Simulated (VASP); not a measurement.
# BAs (F-43m) in VASP: notebook, part 2 of 2

VASP 6.6.1. Earlier steps stand in the parts before.

## 3. Single point, PBE

This run uses another cell than the first one, of 13.90 Å³/atom, 1.031 times its volume.

INCAR reads:

```
  PREC = Accurate
  ENCUT = 500
  EDIFF = 1E-6
  ISMEAR = 0
  SIGMA = 0.01
  LREAL = False
  LASPH = True
  NELM = 120
  ALGO = Normal
  ISIF = 2
  LWAVE = False
  LCHARG = False
  GGA = PE
  NBANDS = 11
  GGA_COMPAT = False
```

KPOINTS reads:

```
Automatic mesh
0
Gamma
  8 8 8
```

POSCAR reads:

```
BAs
1.0
    0.0000000000      2.4044049102      2.4044049102
    2.4044049102      0.0000000000      2.4044049102
    2.4044049102      2.4044049102      0.0000000000
B As
1 1
Direct
    0.0000000000      0.0000000000      0.0000000000
    0.2500000000      0.2500000000      0.2500000000
```

Potentials or basis: VASP PAW PBE potentials, release 64 (B, As).

Launch:

```sh
> cat potpaw_PBE.64/B/POTCAR potpaw_PBE.64/As/POTCAR > POTCAR
> mpirun -np 1 vasp_std > vasp.out
```

OUTCAR:

```text
PREC = Accurate
   ENCUT = 500
   EDIFF = 1E-6
   ISMEAR = 0
   LREAL = False
   LASPH = True
   NELM = 120
   ISIF = 2
   GGA = PE

 ion  position               nearest neighbor table
   1  0.000  0.000  0.000-   2 2.08   2 2.08   2 2.08   2 2.08
   2  0.250  0.250  0.250-   1 2.08   1 2.08   1 2.08   1 2.08

  LATTYP: Found a face centered cubic cell.
 ALAT       =     4.8088098204

  Lattice vectors:

 A1 = (   0.0000000000,   2.4044049102,   2.4044049102)
[... 522 lines left out ...]

------------------------ aborting loop because EDIFF is reached ----------------------------------------

  FORCE on cell =-STRESS in cart. coord.  units (eV):
  Direction    XX          YY          ZZ          XY          YZ          ZX
  --------------------------------------------------------------------------------------
  -------------------------------------------------------------------------------------
  Total        0.1103277      0.1103277      0.1103277      0.0000000      0.0000000     -0.0000000
  in kB        6.3583181      6.3583181      6.3583181      0.0000000      0.0000000     -0.0000000
  external PRESSURE =       6.3583181 kB  Pullay stress =       0.0000000 kB

 VOLUME and BASIS-vectors are now :
 -----------------------------------------------------------------------------
  energy-cutoff  :      500.00
  volume of cell :       27.80
      direct lattice vectors                 reciprocal lattice vectors
     0.000000000  2.404404910  2.404404910    -0.207951663  0.207951663  0.207951663
     2.404404910  0.000000000  2.404404910     0.207951663 -0.207951663  0.207951663
     2.404404910  2.404404910  0.000000000     0.207951663  0.207951663 -0.207951663

 POSITION                                       TOTAL-FORCE (eV/Angst)
 -----------------------------------------------------------------------------------
      0.00000      0.00000      0.00000         0.000000     -0.000000      0.000000
      1.20220      1.20220      1.20220        -0.000000      0.000000      0.000000
 -----------------------------------------------------------------------------------
    total drift:                               -0.000000     -0.000000     -0.000000

  FREE ENERGIE OF THE ION-ELECTRON SYSTEM (eV)
  ---------------------------------------------------
  free  energy   TOTEN  =       -11.4109478125 eV

  energy  without entropy=      -11.4109478125  energy(sigma->0) =      -11.41094781
```

Run time: 13 s. Hardware: 1 thread of AMD EPYC 7R43 (Zen 3), shared host; peak memory 0.11 GiB.

Results:

```
Free energy            : -11.4109 eV
Pressure               : 0.6 GPa
Band gap on the k mesh : 1.21 eV, indirect (least direct gap 3.25 eV)
```

Levels at points of the mesh, in eV from the valence-band top:
| k point | band 1 | band 2 | band 3 | band 4 | band 5 | band 6 | band 7 | band 8 |
| --- | --- | --- | --- | --- | --- | --- | --- | --- |
| (0.00, 0.00, 0.00) | -15.22 | 0.00 | 0.00 | 0.00 | 3.25 | 3.25 | 3.25 | 4.44 |
| (0.50, 0.00, 0.00) | -12.42 | -8.64 | -1.79 | -1.79 | 2.58 | 4.76 | 4.76 | 8.82 |
| (0.50, 0.50, 0.00) | -11.14 | -8.42 | -4.00 | -4.00 | 1.45 | 1.46 | 11.18 | 11.18 |

A k mesh can miss the band edges.

## 4. Single point, PBE (volume changed by +3%)

INCAR reads:

```
SYSTEM = BAs
ALGO = Normal
EDIFF = 1E-6
ENCUT = 500
GGA = PE
GGA_COMPAT = .FALSE.
ISIF = 2
ISMEAR = 0
LASPH = .TRUE.
LCHARG = .FALSE.
LREAL = .FALSE.
LWAVE = .FALSE.
NBANDS = 11
NELM = 120
PREC = Accurate
SIGMA = 0.01
```

KPOINTS reads:

```
k-points
0
G
  8 8 8
  0 0 0
```

POSCAR reads:

```
BAs
1.0
    0.0000000000      2.4282124477      2.4282124477
    2.4282124477      0.0000000000      2.4282124477
    2.4282124477      2.4282124477      0.0000000000
B As
1 1
Direct
    0.0000000000      0.0000000000      0.0000000000
    0.2500000000      0.2500000000      0.2500000000
```

Launch:

```sh
> cat potpaw_PBE.64/B/POTCAR potpaw_PBE.64/As/POTCAR > POTCAR
> mpirun -np 1 vasp_std > vasp.out
```

Run time: 13 s. Hardware: 1 thread of AMD EPYC 7R43 (Zen 3), shared host; peak memory 0.11 GiB.

It converged, with:

```yaml
Free_energy: -11.4045 eV
Pressure: -3.1 GPa
Band_gap_on_the_k_mesh: 1.24 eV, indirect (least direct gap 3.22 eV)
```

Levels at points of the mesh, in eV from the valence-band top:
```csv
k point,band 2,band 3,band 4,band 5,band 6,band 7
"(0.00, 0.00, 0.00)",0.00,0.00,0.00,3.22,3.22,3.22
"(0.50, 0.00, 0.00)",-8.44,-1.74,-1.74,2.41,4.72,4.72
"(0.50, 0.50, 0.00)",-8.26,-3.88,-3.88,1.49,1.49,10.90
```

Caveat: the cell differs from its parent crystal (volume changed by +3%).

## 5. Single point, PBE (volume changed by +6%)

INCAR reads:

```
  PREC = Accurate
  ENCUT = 500
  EDIFF = 1E-6
  ISMEAR = 0
  SIGMA = 0.01
  LREAL = False
  LASPH = True
  NELM = 120
  ALGO = Normal
  ISIF = 2
  LWAVE = False
  LCHARG = False
  GGA = PE
  NBANDS = 11
  GGA_COMPAT = False
```

KPOINTS reads:

```
Automatic mesh
0
Gamma
  8 8 8
```

POSCAR reads:

```
BAs
1.0
    0.0000000000      2.4515620767      2.4515620767
    2.4515620767      0.0000000000      2.4515620767
    2.4515620767      2.4515620767      0.0000000000
B As
1 1
Direct
    0.0000000000      0.0000000000      0.0000000000
    0.2500000000      0.2500000000      0.2500000000
```

Launch:

```sh
> cat potpaw_PBE.64/B/POTCAR potpaw_PBE.64/As/POTCAR > POTCAR
> mpirun -np 1 vasp_std > vasp.out
```

It took 12 s on 1 thread of AMD EPYC 7R43 (Zen 3), shared host; peak memory 0.11 GiB.

The run converged. Its results:

```yaml
Free_energy: -11.3799 eV
Pressure: -6.3 GPa
Band_gap_on_the_k_mesh: 1.26 eV, indirect (least direct gap 3.18 eV)
```

Levels at points of the mesh, in eV from the valence-band top:
| k point | band 1 | band 2 | band 3 | band 4 | band 5 | band 6 | band 7 | band 8 | band 9 |
| --- | --- | --- | --- | --- | --- | --- | --- | --- | --- |
| (0.00, 0.00, 0.00) | -14.71 | 0.00 | 0.00 | 0.00 | 3.18 | 3.18 | 3.18 | 3.72 | 9.22 |
| (0.50, 0.00, 0.00) | -12.12 | -8.24 | -1.69 | -1.69 | 2.25 | 4.69 | 4.69 | 8.69 | 12.16 |
| (0.50, 0.50, 0.00) | -10.92 | -8.11 | -3.76 | -3.76 | 1.51 | 1.52 | 10.63 | 10.63 | 12.19 |

Caveat: the cell differs from its parent crystal (volume changed by +6%). A k mesh can miss the band edges.

## 6. Overview

```tsv
cell	gap on the mesh (eV)	pressure (GPa)
a = 3.366 Å, angles 60.0°, 2 atoms	1.18	5.0
a = 3.400 Å, angles 60.0°, 2 atoms	1.21	0.6
a = 3.434 Å, angles 60.0°, 2 atoms	1.24	-3.1
a = 3.467 Å, angles 60.0°, 2 atoms	1.26	-6.3
```

Alike in all rows: task single point; level PBE; potentials or basis VASP PAW PBE potentials, release 64 (B, As); no spin polarisation; k mesh 8 × 8 × 8; cutoff (eV) 500; smearing gaussian 0.01 eV.

Total energies depend on the potentials used, so only differences within one code and one set of settings carry meaning.
